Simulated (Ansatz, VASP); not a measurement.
# Two plane-wave programs on LaLuAs2

File POSCAR:

```
LaLuAs2
1.0
    2.1030128903      1.2141750583      6.8415678667
   -2.1030128903      1.2141750583      6.8415678667
    0.0000000000     -2.4283501167      6.8415678667
La Lu As
1 1 2
Direct
    1.0000000000      0.0000000000      0.0000000000
    0.5000000000      0.5000000000      0.5000000000
    0.2433640457      0.2433640457      0.2433640457
    0.7566359543      0.7566359543      0.7566359543
```

INCAR.step1

```
PREC     = Accurate       # precision mode
ENCUT    = 520            # plane-wave cutoff, eV
ISMEAR   = -1             # smearing method
SIGMA    = 0.02           # smearing width, eV
LREAL    = False          # projectors in reciprocal space
LASPH    = True           # aspherical terms in the spheres
NELM     = 60             # most SCF steps
NBANDS   = 31             # bands
GGA      = PE             # functional
ALGO     = Normal         # electronic algorithm
EDIFF    = 1E-4           # SCF threshold, eV
LWAVE    = True           # write WAVECAR
LCHARG   = False          # write CHGCAR
```

The input INCAR.step2:

```
PREC     = Accurate       # precision mode
ENCUT    = 520            # plane-wave cutoff, eV
EDIFF    = 1E-6           # SCF threshold, eV
ISMEAR   = -1             # smearing method
SIGMA    = 0.02           # smearing width, eV
LREAL    = False          # projectors in reciprocal space
LASPH    = True           # aspherical terms in the spheres
NELM     = 60             # most SCF steps
ALGO     = Normal         # electronic algorithm
ISIF     = 2              # what is computed and relaxed
LWAVE    = False          # write WAVECAR
LCHARG   = False          # write CHGCAR
METAGGA  = R2SCAN         # meta-GGA
LMIXTAU  = True         
NBANDS   = 31             # bands
ISTART   = 1
```

File KPOINTS:

```
regular mesh
0
Gamma
  8 8 8
```

Input for Ansatz:

```yaml
crystal:
  lattice:
    - [2.1030128903, 1.2141750583, 6.8415678667]
    - [-2.1030128903, 1.2141750583, 6.8415678667]
    - [0.0, -2.4283501167, 6.8415678667]
  atoms:
    - { symbol: La, position: [1.0, 0.0, 0.0] }
    - { symbol: Lu, position: [0.5, 0.5, 0.5] }
    - { symbol: As, position: [0.2433640457, 0.2433640457, 0.2433640457] }
    - { symbol: As, position: [0.7566359543, 0.7566359543, 0.7566359543] }
kpoints:
  mp_grid: { grid: [8, 8, 8] }
  band_path:
    path:
      - [0.0, 0.0, 0.0]
      - [0.5, 0.5, 0.5]
      - [0.8123361966, 0.1876638034, 0.5]
      - [0.5, -0.1876638034, 0.1876638034]
      - [0.5, 0.0, 0.0]
      - [0.3438319017, -0.3438319017, 0.0]
      - [0.6561680983, 0.0, 0.3438319017]
      - [0.5, 0.0, 0.5]
    npoints: 1
hamiltonian:
  xc: r2scan
scf:
  occupations: { method: fermi_dirac, width: 0.02 }
  n_extra_bands: 5
output:
  forces: true
  stress: true
  eigenvalues: true
```

Alike in both runs: task single point; functional r2SCAN; k mesh 8 × 8 × 8; occupations fermi-dirac, width 0.02 eV; no spin polarisation.

```csv
,VASP,Ansatz
version,VASP 6.6.1,Ansatz 0.2.0
potentials or method,"VASP PAW PBE potentials, release 64 (La, Lu, As)","plane waves, PAW"
plane-wave cutoff (eV),520,500
valence electrons in the cell,46,66
```

VASP gave:

| Property | Result |
| --- | --- |
| pressure (GPa) | 0.1 |
| traceless stress, the component that is largest in VASP (GPa) | 0.01 |
| rms of the force components (eV/Å) | 0.019 |

Q: What did Ansatz give for the same quantities?

A: Pressure (GPa): 0.0; traceless stress, the component that is largest in VASP (GPa): 0.05; rms of the force components (eV/Å): 0.003.

VASP's potentials were made for PBE, not for r2SCAN. Atom by atom the forces differ by 0.016 eV/Å (rms over components). The functional is the same, so the differences come from potentials, cutoffs and numerics. VASP's potentials hold 46 valence electrons a cell and Ansatz's 66, so a difference there can come from the potentials and not from the codes.

Neither program's run includes spin-orbit coupling.
